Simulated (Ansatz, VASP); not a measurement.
**Two plane-wave programs on AlIn2N3**

```xyz
12
Lattice="5.1453 -2.9614 0.0000 5.1453 2.9614 0.0000 0.0000 0.0000 5.5002" Properties=species:S:1:pos:R:3 pbc="T T T"
Al    5.1453    0.9409    5.4409
Al    5.1453   -0.9409    2.6908
In    6.8113   -1.9337    5.4301
In    3.4793   -1.9337    5.4301
In    3.4793    1.9337    2.6800
In    6.8113    1.9337    2.6800
N     6.7000   -1.8843    2.1197
N     3.5907   -1.8843    2.1197
N     3.5907    1.8843    4.8698
N     6.7000    1.8843    4.8698
N     5.1453    0.7801    1.8563
N     5.1453   -0.7801    4.6065
```

Alike in both runs: task single point; functional PBE; k mesh 6 × 6 × 6; occupations gaussian, width 0.05 eV; no spin polarisation.

|  | VASP | Ansatz |
| --- | --- | --- |
| version | VASP 6.6.1 | Ansatz 0.2.0 |
| potentials or method | VASP PAW PBE potentials, release 64 (Al, In_d, N), cutoff 520 eV | scalar-relativistic, plane waves, PAW |
| valence electrons in the cell | 88 | 88 |

```csv
,VASP,Ansatz,Ansatz less VASP
gap on the k mesh at the Fermi level (eV),0.88,0.88,+0.003
least direct gap on the mesh (eV),0.88,0.88,+0.003
pressure (GPa),0.1,0.0,-0.06
rms of the force components (eV/Å),0.014,0.001,-0.0130
```

Atom by atom the forces differ by 0.014 eV/Å (rms over components).
